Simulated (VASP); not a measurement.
# SnO (P1) in VASP: notebook

The runs below take SnO through single point, with PBEsol.

Everything below comes from runs of VASP 6.6.1. Logs are shortened: lines on timing, memory, paths and dates and some standing lists are left out, and cuts for length are marked.

## 1. The cell of the first run

The typed cell holds 4 atoms: a = 3.316 Å, b = 5.705 Å, c = 3.894 Å, α = 90.00°, β = 90.00°, γ = 90.00°.

## 2. Single point, PBEsol (atom 1 (Sn) moved -0.100 Å along Cartesian [1 -1 0])

Contents of INCAR:

```
SYSTEM = SnO
ALGO     = Normal         ! electronic algorithm
EDIFF    = 1E-6           ! SCF threshold, eV
ENCUT    = 520            ! plane-wave cutoff, eV
GGA      = PS             ! functional
ISIF     = 2              ! what is computed and relaxed
ISMEAR   = 0              ! smearing method
LASPH    = .True.         ! aspherical terms in the spheres
LCHARG   = .True.         ! write CHGCAR
LELF     = .True.         ! ELF
LREAL    = .False.        ! projectors in reciprocal space
LVHAR    = .True.       
LWAVE    = .False.        ! write WAVECAR
NBANDS   = 28             ! bands
NELM     = 80             ! most SCF steps
PREC     = Accurate       ! precision mode
SIGMA    = 0.05           ! smearing width, eV
```

Contents of KPOINTS:

```
k-points
0
Gamma
  8 6 8
  0 0 0
```

Contents of POSCAR:

```
SnO
1.0
    3.3156061815      0.0000000000      0.0000000000
    0.0000000000      5.7049851891      0.0000000000
    0.0000000000      0.0000000000      3.8941648049
Sn O
2 2
Direct
   -0.0213266215      0.2461838227      0.5261742991
    0.5000000000      0.7662107192      0.0261742991
    0.0000000000      0.8853564082      0.7238267009
    0.5000000000      0.1146435918      0.2238267009
```

Potentials or basis: VASP PAW PBE potentials, release 64 (Sn_d, O).

Started as:

```sh
cat potpaw_PBE.64/Sn_d/POTCAR potpaw_PBE.64/O/POTCAR > POTCAR
mpirun -np 1 vasp_std > vasp.out
```

OUTCAR:

```text
SYSTEM = SnO
   EDIFF = 1E-6
   ENCUT = 520
   GGA = PS
   ISIF = 2
   ISMEAR = 0
   LASPH = .True.
   LREAL = .False.
   NELM = 80
   PREC = Accurate

 ion  position               nearest neighbor table
   1  0.979  0.246  0.526-   4 2.11   3 2.20   4 2.22   2 3.72   2 3.72
   2  0.500  0.766  0.026-   4 2.13   3 2.14   3 2.14   1 3.72   1 3.72
   3  0.000  0.885  0.724-   2 2.14   2 2.14   1 2.20
   4  0.500  0.115  0.224-   1 2.11   2 2.13   1 2.22

  LATTYP: Found a simple orthorhombic cell.
 ALAT       =     3.3156061815
 B/A-ratio  =     1.1744955799
 C/A-ratio  =     1.7206462037

  Lattice vectors:

 A1 = (  -3.3156061815,   0.0000000000,   0.0000000000)
 A2 = (   0.0000000000,   0.0000000000,   3.8941648049)
 A3 = (   0.0000000000,   5.7049851891,   0.0000000000)

Analysis of symmetry for initial positions (statically):
=====================================================================
 Subroutine PRICEL returns:
 Original cell was already a primitive cell.

 Routine SETGRP: Setting up the symmetry group for a
 simple orthorhombic supercell.

 Subroutine GETGRP returns: Found  1 space group operations
 (whereof  1 operations were pure point group operations)
 out of a pool of  8 trial point group operations.

The static configuration has the point symmetry C_1 .

Analysis of symmetry for dynamics (positions and initial velocities):
=====================================================================
 Subroutine PRICEL returns:
 Original cell was already a primitive cell.

 Routine SETGRP: Setting up the symmetry group for a
 simple orthorhombic supercell.

 Subroutine GETGRP returns: Found  1 space group operations
 (whereof  1 operations were pure point group operations)
 out of a pool of  8 trial point group operations.

The dynamic configuration has the point symmetry C_1 .

 Subroutine INISYM returns: Found  1 space group operations
 (whereof  1 operations are pure point group operations),
 and found     1 'primitive' translations

----------------------------------------------------------------------------------------

                                     Primitive cell

  volume of cell :      73.6600

  direct lattice vectors                    reciprocal lattice vectors
     3.315606182  0.000000000  0.000000000     0.301603974  0.000000000  0.000000000
     0.000000000  5.704985189  0.000000000     0.000000000  0.175285293  0.000000000
     0.000000000  0.000000000  3.894164805     0.000000000  0.000000000  0.256794473

  length of vectors
     3.315606182  5.704985189  3.894164805     0.301603974  0.175285293  0.256794473

  position of ions in fractional coordinates (direct lattice)
     0.978673378  0.246183823  0.526174299
     0.500000000  0.766210719  0.026174299
     0.000000000  0.885356408  0.723826701
     0.500000000  0.114643592  0.223826701

  ion indices of the primitive-cell ions
   primitive index   ion index
                 1           1
                 2           2
                 3           3
                 4           4

----------------------------------------------------------------------------------------

 KPOINTS: k-points

Automatic generation of k-mesh.
 Grid dimensions read from file:
 generate k-points for:    8    6    8

 Generating k-lattice:

  Cartesian coordinates                     Fractional coordinates (reciprocal lattice)
     0.037700497  0.000000000  0.000000000     0.125000000  0.000000000  0.000000000
     0.000000000  0.029214215  0.000000000     0.000000000  0.166666667  0.000000000
     0.000000000  0.000000000  0.032099309     0.000000000  0.000000000  0.125000000

  Length of vectors
     0.037700497  0.029214215  0.032099309

  Shift w.r.t. Gamma in fractional coordinates (k-lattice)
     0.000000000  0.000000000  0.000000000

 Subroutine IBZKPT returns following result:
 ===========================================

 Found    196 irreducible k-points:

 Following reciprocal coordinates:
            Coordinates               Weight
  0.000000  0.000000  0.000000      1.000000
  0.125000  0.000000  0.000000      2.000000
  0.250000  0.000000  0.000000      2.000000
  0.375000  0.000000  0.000000      2.000000
  0.500000  0.000000  0.000000      1.000000
  0.000000  0.166667  0.000000      2.000000
[... 16 lines left out ...]
  0.125000  0.500000  0.000000      2.000000
  0.250000  0.500000  0.000000      2.000000
 [... further k-points ...]
   k-points           NKPTS =    196   k-points in BZ     NKDIM =    196   number of bands    NBANDS=     28
   number of dos      NEDOS =    301   number of ions     NIONS =      4
   total plane-waves  NPLWV =  35280
   dimension x,y,z NGX =    28 NGY =   42 NGZ =   30
   dimension x,y,z NGXF=    56 NGYF=   84 NGZF=   60
   ions per type =               2   2
   NGX,Y,Z   is equivalent  to a cutoff of  14.04, 12.24, 12.81 a.u.
   NGXF,Y,Z  is equivalent  to a cutoff of  28.08, 24.48, 25.61 a.u.
 SYSTEM =  SnO
   PREC   = accura    normal or accurate (medium, high low for compatibility)
   ISTART =      0    job   : 0-new  1-cont  2-samecut
   ICHARG =      2    charge: 1-file 2-atom 10-const
   ISPIN  =      1    spin polarized calculation?
   LNONCOLLINEAR =      F non collinear calculations
   LSORBIT =      F    spin-orbit coupling
   LASPH  =      T    aspherical Exc in radial PAW
   ENCUT  =  520.0 eV  38.22 Ry    6.18 a.u.   6.16 10.61  7.24*2*pi/ulx,y,z
   NELM   =     80;   NELMIN=  2; NELMDL= -5     # of ELM steps
   EDIFF  = 0.1E-05   stopping-criterion for ELM
   LREAL  =      F    real-space projection
   EDIFFG = 0.1E-04   stopping-criterion for IOM
   NSW    =      0    number of steps for IOM
   IBRION =     -1    ionic relax: 0-MD 1-quasi-New 2-CG
   NFREE  =      0    steps in history (QN), initial steepest desc. (CG)
   ISIF   =      2    stress and relaxation
   ISYM   =      2    0-nonsym 1-usesym 2-fastsym
   POTIM  = 0.5000    time-step for ionic-motion
   TEBEG  =    0.0;   TEEND  =   0.0 temperature during run
   PSTRESS=    0.0 pullay stress
   NELECT =      40.0000    total number of electrons
   NUPDOWN=      -1.0000    fix difference up-down
   EMIN   =  10.00;   EMAX   =-10.00  energy-range for DOS
   EFERMI =   0.00;   METHOD = LEGACY
   ISMEAR =     0;   SIGMA  =   0.05  broadening in eV -4-tet -1-fermi 0-gaus
   EFERMI_NEDOS =   21; number of points for ismear=-14 and -15
   IALGO  =     38    algorithm
   IMIX   =      4    mixing-type and parameters
     AMIX     =   0.40;   BMIX     =  1.00
     AMIX_MAG =   1.60;   BMIX_MAG =  1.00
  volume/ion in A,a.u.               =      18.42       124.27
  Fermi-wavevector in a.u.,A,eV,Ry     =   1.335624  2.523963 24.271319  1.783892
  Thomas-Fermi vector in A             =   2.464314
   LORBIT       =      0    0 simple, 1 ext, 2 COOP (PROOUT), +10 PAW based schemes
   GGA     = PS    functional components
   LHFCALC =     F    Hartree Fock is set to
   AEXX    =    0.0000 exact exchange contribution
   IVDW    =     0    specifies the selected vdW correction
   LEPSILON=     F    determine dielectric tensor
   LRPA    =     F    only Hartree local field effects (RPA)
 non-spin polarized calculation
 Gauss-broadening in eV      SIGMA  =   0.05
  energy-cutoff  :      520.00
  volume of cell :       73.66
 maximum number of plane-waves:      2004
 NGX is ok and might be reduce to    28
   NGX = 13   NGY = 21   NGZ = 15

 number of electron      40.0000014 magnetization

 Free energy of the ion-electron system (eV)
  ---------------------------------------------------
  ext. energy  EPLUGINS =         0.00000000
  ---------------------------------------------------
  free energy    TOTEN  =       -23.79546649 eV

  energy without entropy =      -23.79546649  energy(sigma->0) =      -23.79546649

 E-fermi :   5.8361     XC(G=0): -10.2640

 val. band max:        5.6299789762   @ k =   0.0000   0.0000   0.0000
 cond. band min:       6.7766545208   @ k =   0.3750   0.5000   0.0000
 fundamental gap:      1.1466755446
 Fermi energy:         5.8361488181

 k-point     1 :       0.0000    0.0000    0.0000
  band No.  band energies     occupation
      1     -15.5453      2.00000
      2     -15.2541      2.00000
      3     -15.1586      2.00000
      4     -15.1503      2.00000
      5     -15.0785      2.00000
      6     -15.0603      2.00000
[... 20 lines left out ...]
     27      14.7460      0.00000
     28      15.1842      0.00000

 k-point     2 :       0.1250    0.0000    0.0000
  band No.  band energies     occupation
      1     -15.5366      2.00000
      2     -15.2406      2.00000
      3     -15.1882      2.00000
      4     -15.1352      2.00000
      5     -15.0871      2.00000
      6     -15.0678      2.00000
[... 20 lines left out ...]
     27      14.7246      0.00000
     28      15.5368      0.00000

 k-point     3 :       0.2500    0.0000    0.0000
  band No.  band energies     occupation
      1     -15.5289      2.00000
      2     -15.3102      2.00000
      3     -15.1805      2.00000
      4     -15.1240      2.00000
      5     -15.1054      2.00000
      6     -15.0704      2.00000
[... 20 lines left out ...]
     27      14.4343      0.00000
     28      15.7557      0.00000

 k-point     4 :       0.3750    0.0000    0.0000
  band No.  band energies     occupation
      1     -15.5364      2.00000
      2     -15.4168      2.00000
      3     -15.1573      2.00000
      4     -15.1367      2.00000
      5     -15.1088      2.00000
      6     -15.0462      2.00000
[... 578 lines left out ...]
     27      15.3631      0.00000
     28      16.2340      0.00000

 k-point    23 :       0.1250    0.5000    0.0000
  band No.  band energies     occupation
      1     -15.5280      2.00000
      2     -15.2419      2.00000
      3     -15.1874      2.00000
      4     -15.1345      2.00000
      5     -15.0871      2.00000
      6     -15.0611      2.00000
[... 20 lines left out ...]
     27      14.6479      0.00000
     28      16.4118      0.00000

 k-point    24 :       0.2500    0.5000    0.0000
  band No.  band energies     occupation
      1     -15.5282      2.00000
      2     -15.3099      2.00000
      3     -15.1810      2.00000
      4     -15.1275      2.00000
      5     -15.1038      2.00000
      6     -15.0594      2.00000
[... 20 lines left out ...]
     27      14.9809      0.00000
     28      16.1280      0.00000

 [... further k-points ...]
[... 5 lines left out ...]
  --------------------------------------------------------------------------------------
  -------------------------------------------------------------------------------------
  Total       -0.5354860     -1.2193231     -0.5994429      0.3400637      0.1236418      0.3369868
  in kB      -11.6473443    -26.5214711    -13.0384695      7.3967180      2.6893304      7.3297926
  external PRESSURE =     -17.0690949 kB  Pullay stress =       0.0000000 kB

 VOLUME and BASIS-vectors are now :
 -----------------------------------------------------------------------------
  energy-cutoff  :      520.00
  volume of cell :       73.66
      direct lattice vectors                 reciprocal lattice vectors
     3.315606182  0.000000000  0.000000000     0.301603974  0.000000000  0.000000000
     0.000000000  5.704985189  0.000000000     0.000000000  0.175285293  0.000000000
     0.000000000  0.000000000  3.894164805     0.000000000  0.000000000  0.256794473

 POSITION                                       TOTAL-FORCE (eV/Angst)
 -----------------------------------------------------------------------------------
      3.24490      1.40448      2.04901         0.358516     -0.708973     -0.058743
      1.65780      4.37122      0.10193        -0.021780      0.180212     -0.022102
      0.00000      5.05095      2.81870        -0.047186      0.273998     -0.037788
      1.65780      0.65404      0.87162        -0.289551      0.254763      0.118633
 -----------------------------------------------------------------------------------
    total drift:                                0.000250     -0.000179     -0.000604

  FREE ENERGIE OF THE ION-ELECTRON SYSTEM (eV)
  ---------------------------------------------------
  free  energy   TOTEN  =       -23.7954664949 eV

  energy  without entropy=      -23.7954664949  energy(sigma->0) =      -23.79546649
```

It took 3.1 min on 1 thread of Intel Xeon Platinum 8559C (Emerald Rapids), shared host; peak memory 0.42 GiB.

What came out:

- Free energy: -23.7955 eV
- Pressure: -1.7 GPa
- Largest force: 0.797 eV/Å
- Band gap on the k mesh: 1.15 eV (least direct gap 1.79 eV)

Forces in eV/Å, atoms in the order of the input:
```
Sn   0.359 -0.709 -0.059
Sn  -0.022  0.180 -0.022
O   -0.047  0.274 -0.038
O   -0.290  0.255  0.119
```

Stress tensor (GPa, compression positive):
```
-1.16  0.74  0.73
 0.74 -2.65  0.27
 0.73  0.27 -1.30
```

Caveat: the cell differs from its parent crystal (atom 1 (Sn) moved -0.100 Å along Cartesian [1 -1 0]); the PAW data sets were made with another functional, which shifts forces and pressure a little; spin-orbit coupling is left out, which moves the levels of the heavy elements. A k mesh can miss the band edges.

(Continued in part 2 of 2.)
